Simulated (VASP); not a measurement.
Runs of VASP 6.6.1 on Rh. The structure is that of space group Fd-3m (No. 227), or close to it. The cells are those of the table. This isn't the form of Rh at room conditions, which is fcc.

```tsv
task	cell	k mesh	cutoff (eV)	gap on the mesh (eV)	pressure (GPa)
single point	a = 3.862 Å, angles 60.0°, 2 atoms	11 × 11 × 11	520	none	11.7
single point	a = 4.023 Å, angles 60.0°, 2 atoms	11 × 11 × 11	520	none	(a)
single point	a = 3.971 Å, angles 60.0°, 2 atoms	10 × 10 × 10	520	none	0.4
single point	a = 3.805 Å, angles 60.0°, 2 atoms	11 × 11 × 11	520	none	(b)
single point	a = 4.124 Å, angles 60.0°, 2 atoms	11 × 11 × 11	520	none	-8.8
single point	a = 3.971 Å, angles 60.0°, 2 atoms	16 × 16 × 16	520	none	0.4
single point	a = 4.074 Å, angles 60.0°, 2 atoms	11 × 11 × 11	520	none	-6.5
single point	a = 3.971 Å, angles 60.0°, 2 atoms	11 × 11 × 11	520	none	0.4
single point	a = 3.917 Å, angles 60.0°, 2 atoms	11 × 11 × 11	520	none	5.3
relaxation of cell and atoms	relaxed from a = 3.745 Å, angles 60.0°, 2 atoms	10 × 10 × 10	600	none	0.0
```

Alike in all rows: level BLYP; potentials or basis VASP PAW PBE potentials, release 64 (Rh_pv); no spin polarisation; smearing fermi-dirac 0.1 eV.

Q: Estimate the missing entries.

A: (a) -3.5; (b) 19.8.

Caveats: the PAW data sets were made with another functional, which shifts forces and pressure a little; the cell stands under pressure (at least some runs); the cell stands under tension (at least some runs).

A k mesh can miss the band edges, and the runs leave out spin-orbit coupling on Rh.

A gap of «none» marks levels without a gap at the run's occupations.
